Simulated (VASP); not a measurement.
**Hf3F2: single point with PBE**

Hf3F2:

```
Hf F
1.0
     2.65347    1.53198    4.20275
    -2.65347    1.53198    4.20275
     0.00000   -3.06397    4.20275
Hf F
3 2
Direct
  0.34412 0.65588 0.00000
  0.00000 0.34412 0.65588
  0.65588 0.00000 0.34412
  0.77807 0.77807 0.77807
  0.22193 0.22193 0.22193
```

The cell was built from a structure type or drawn by symmetry, and may not be a known phase.

* Program: VASP 6.6.1
* Task: single point
* Functional: PBE
* Potentials or basis: VASP PAW PBE potentials, release 64 (Hf_pv, F)
* Cutoff: 600 eV
* k mesh: 4 × 4 × 4
* Occupations: gaussian, width 0.2 eV
* Spin: no spin polarisation
* Dipole correction: no
* Further INCAR settings: ALGO = Normal; EDIFF = 1e-06; NBANDS = 30

```json
{"Pressure": "-0.7 GPa", "Largest force": "0.107 eV/Å", "Band gap on the k mesh": "zero (bands 22 and 23 overlap by 0.08 eV)"}
```

Forces in eV/Å, atoms in the order of the input:
```
Hf   0.107  0.000  0.000
Hf  -0.054  0.093  0.000
Hf  -0.054 -0.093  0.000
F    0.000  0.000 -0.063
F    0.000  0.000  0.063
```

Stress tensor (GPa, compression positive):
```
-0.62  0.00  0.00
 0.00 -0.62  0.00
 0.00  0.00 -0.71
```

Levels at points of the mesh, in eV from the Fermi level:
| k point | band 19 | band 20 | band 21 | band 22 | band 23 | band 24 | band 25 | band 26 |
| --- | --- | --- | --- | --- | --- | --- | --- | --- |
| (0.00, 0.00, 0.00) | -0.86 | -0.10 | -0.10 | 0.00 | 0.74 | 0.76 | 0.76 | 1.42 |
| (0.50, 0.00, 0.00) | -2.45 | -1.90 | -0.73 | -0.09 | -0.06 | 0.54 | 0.64 | 1.63 |
| (0.50, 0.50, 0.00) | -2.04 | -1.99 | -0.56 | -0.48 | -0.04 | 0.53 | 1.30 | 1.57 |
| (0.50, 0.50, 0.50) | -0.44 | -0.16 | -0.16 | -0.09 | 0.57 | 0.57 | 0.60 | 1.22 |

Run time: 100 s on 1 thread of Intel Xeon 8259CL, with other jobs on the host, peak memory 0.27 GiB.

Caveat: the k points lie up to 0.36 Å⁻¹ apart; spin-orbit coupling is left out, which moves the levels of the heavy elements.
